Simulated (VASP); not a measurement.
**Ge: single point with LDA**

Crystal: Ge.

```
Ge
1.0
    -0.11244    2.81091    2.81091
     2.81091   -0.11244    2.81091
     2.69848    2.69848    0.00000
Ge
2
Direct
  0.50000 0.50000 0.50000
  0.75000 0.75000 0.75000
```

This cell differs from its parent crystal: engineering shear strain xy -0.0800, normal strain along z +0.0000.

```
Program             : VASP 6.6.1
Task                : single point
Functional          : LDA
Potentials or basis : VASP PAW LDA potentials, release 64 (Ge_d)
Cutoff              : 520 eV
k mesh              : 14 × 14 × 14
Occupations         : gaussian, width 0.15 eV
Spin                : no spin polarisation
```

```json
{"Pressure": "0.9 GPa", "Largest force": "0.719 eV/Å", "Band gap on the k mesh": "zero (bands 14 and 15 overlap by 0.19 eV)"}
```

Forces on the atoms (eV/Å):
```
Ge   0.000  0.000 -0.719
Ge   0.000  0.000  0.719
```

Stress tensor (GPa, compression positive):
```
0.98 6.95 0.00
6.95 0.98 0.00
0.00 0.00 0.72
```

Levels at points of the mesh, in eV from the Fermi level:
| k point | band 12 | band 13 | band 14 | band 15 | band 16 | band 17 |
| --- | --- | --- | --- | --- | --- | --- |
| (0.00, 0.00, 0.00) | -0.12 | -0.03 | -0.02 | 0.13 | 1.97 | 2.81 |
| (0.50, 0.00, 0.00) | -7.58 | -1.20 | -1.19 | 0.47 | 3.60 | 4.27 |
| (0.50, 0.50, 0.00) | -8.59 | -3.50 | -2.68 | 0.24 | 1.20 | 9.54 |
| (0.00, 0.00, 0.50) | -7.83 | -1.64 | -1.54 | -0.17 | 3.33 | 3.97 |
| (0.50, 0.00, 0.50) | -8.97 | -3.11 | -3.11 | 0.67 | 0.67 | 9.24 |

Run time: 8.3 min on 1 thread of Intel Xeon 8259CL, on a shared host, peak memory 0.39 GiB.

Caveat: the cell differs from its parent crystal (engineering shear strain xy -0.0800, normal strain along z +0.0000); semilocal functionals underestimate gaps, and a narrow one can read as zero.
